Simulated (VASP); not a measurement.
AlGa2P3, 6 atoms in the cell. Symmetry: I-4m2, No. 119, tetragonal system. The conventional cell has a = 3.761 Å, b = 3.761 Å, c = 15.955 Å, α = 90.00°, β = 90.00°, γ = 90.00°. Al (site symmetry -4m2) has 4 P at 2.30 Å within 3.0 Å. Within 3.0 Å of Ga (site symmetry 2mm) lie 4 P at 2.30 Å. P (site symmetry -4m2) has 4 Ga at 2.30 Å within 3.0 Å. Within 3.0 Å of P (site symmetry 2mm) lie 2 Al at 2.30 Å and 2 Ga at 2.30 Å. 

```yaml
Program: VASP 6.6.1
Task: single point
Functional: PBE
Potentials_or_basis: VASP PAW PBE potentials, release 64 (Al, Ga_d, P)
Cutoff: 520 eV
k_mesh: 6 × 6 × 6
Occupations: gaussian, width 0.1 eV
Spin: no spin polarisation
Dipole_correction: no
Further_INCAR_settings: ALGO = Normal; EDIFF = 1e-07; NBANDS = 31
```

Potentials or basis: VASP PAW PBE potentials, release 64 (Al, Ga_d, P).

Run with:

```bash
$ cat potpaw_PBE.64/Al/POTCAR potpaw_PBE.64/Ga_d/POTCAR potpaw_PBE.64/P/POTCAR > POTCAR
$ mpirun -np 1 vasp_std > vasp.out
```

Hardware: 1 thread of Intel(R) Xeon(R) 6975P-C (Granite Rapids) (shared host).

Q: Estimate the wall time of this run.

A: Wall time 3.2 min on 1 thread of Intel(R) Xeon(R) 6975P-C (Granite Rapids) (shared host), peak memory 0.61 GiB. Counts: scf iterations 16, k points 30.
